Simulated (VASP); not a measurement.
Set up this calculation in VASP 6.6.1, as the native input.

```yaml
Task: single point
Functional: PBE
Potentials_or_basis: VASP PAW PBE potentials, release 64 (Ge_d, Mo_sv)
Cutoff: 520 eV
k_mesh: 6 × 6 × 2
Occupations: gaussian, width 0.1 eV
Spin: no spin polarisation
Dipole_correction: no
Further_INCAR_settings: ALGO = Fast; EDIFF = 1e-06; NBANDS = 81
```

The structure of Ge2Mo3 lies in POSCAR:

```
Ge2Mo3
1.0
    3.6947395388      0.0000000000      0.0000000000
    0.0000000000      3.6947395388      0.0000000000
    0.0000000000      0.0000000000     13.2488011219
Ge Mo
4 6
Direct
    0.0000000000      0.0000000000      0.8005405674
    0.5000000000      0.5000000000      0.8005405674
    0.5000000000      0.5000000000      0.1994594326
    0.0000000000      0.0000000000      0.1994594326
    0.0000000000      0.0000000000      0.0000000000
    0.5000000000      0.5000000000      0.0000000000
    0.0000000000      0.0000000000      0.5000000000
    0.5000000000      0.5000000000      0.5000000000
    0.5000000000      0.0000000000      0.6557907433
    0.0000000000      0.5000000000      0.3442092567
```

The cell was generated, and may not be a known phase.

One way to write it, as run:

INCAR

```
SYSTEM = Ge2Mo3
ALGO = Fast
EDIFF = 1E-6
ENCUT = 520
GGA = PE
ISIF = 2
ISMEAR = 0
LASPH = .TRUE.
LCHARG = .TRUE.
LELF = .TRUE.
LREAL = .FALSE.
LVHAR = .TRUE.
LWAVE = .FALSE.
NBANDS = 81
NELM = 80
PREC = Accurate
SIGMA = 0.1
```

KPOINTS

```
k-points
0
G
  6 6 2
  0 0 0
```

Potentials or basis: VASP PAW PBE potentials, release 64 (Ge_d, Mo_sv).

The run is started by

```sh
$ cat potpaw_PBE.64/Ge_d/POTCAR potpaw_PBE.64/Mo_sv/POTCAR > POTCAR
$ mpirun -np 1 vasp_std > vasp.out
```

It gave:

```json
{
  "Pressure": "0.4 GPa",
  "Largest force": "0.026 eV/Å",
  "Band gap on the k mesh": "zero (bands 70 and 71 overlap by 0.88 eV)"
}
```

Run time: 8.7 min on 1 thread of Intel(R) Xeon(R) Platinum 8488C (Sapphire Rapids), with other jobs on the host, peak memory 0.39 GiB.
